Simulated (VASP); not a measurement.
Here is a VASP 6.6.1 calculation.

File INCAR:

```
  ALGO = Normal
  EDIFF = 1E-6
  ENCUT = 520
  GGA = PE
  ISIF = 2
  ISMEAR = 0
  LASPH = T
  LCHARG = F
  LREAL = Auto
  LUSENCCL = F
  LWAVE = F
  NBANDS = 94
  NELM = 80
  PREC = Accurate
  SIGMA = 0.05
```

Contents of KPOINTS:

```
k-points
0
Gamma
  1 1 19
```

POSCAR

```
Pt
1.0
   18.8000000000      0.0000000000      0.0000000000
    0.0000000000     17.2000000000      0.0000000000
    0.0000000000      0.0000000000      2.8072945027
Pt
16
Direct
    0.2386826926      0.6154102895      0.0000000000
    0.5373310439      0.6154102895      0.0000000000
    0.5373310439      0.3845897105      0.0000000000
    0.4626689561      0.7308205790      0.5000000000
    0.4626689561      0.5000000000      0.5000000000
    0.4626689561      0.2691794210      0.5000000000
    0.7613173074      0.5000000000      0.5000000000
    0.3133447804      0.7308205790      0.5000000000
    0.3133447804      0.5000000000      0.5000000000
    0.6119931318      0.7308205790      0.5000000000
    0.6119931318      0.5000000000      0.5000000000
    0.6119931318      0.2691794210      0.5000000000
    0.3880068682      0.6154102895      0.0000000000
    0.3880068682      0.3845897105      0.0000000000
    0.6866552196      0.6154102895      0.0000000000
    0.6866552196      0.3845897105      0.0000000000
```

Potentials or basis: VASP PAW PBE potentials, release 64 (Pt).

Command:

```console
$ cat potpaw_PBE.64/Pt/POTCAR > POTCAR
$ mpirun -np 1 vasp_std > vasp.out
```

**Question.** Estimate the band gap on the k mesh.

**Answer.** Zero (bands 80 and 81 overlap by 0.70 eV).

**Question.** Predict the largest force.

**Answer.** 1.129 eV/Å.

Forces in eV/Å, atoms in the order of the input:
```
Pt   0.999 -0.055  0.000
Pt  -0.250  0.143  0.000
Pt  -0.058 -0.130  0.000
Pt   0.056 -0.346  0.000
Pt   0.232  0.158  0.000
Pt   0.288  0.935  0.000
Pt  -1.129 -0.006  0.000
Pt   0.426 -0.744  0.000
Pt   0.003 -0.289  0.000
Pt  -0.428 -0.934  0.000
Pt  -0.242 -0.067  0.000
Pt  -0.275  1.044  0.000
Pt   0.190  0.313  0.000
Pt  -0.243  0.029  0.000
Pt   0.195  0.153  0.000
Pt   0.235 -0.204  0.000
```

Caveat: spin-orbit coupling is left out, which moves the levels of the heavy elements.
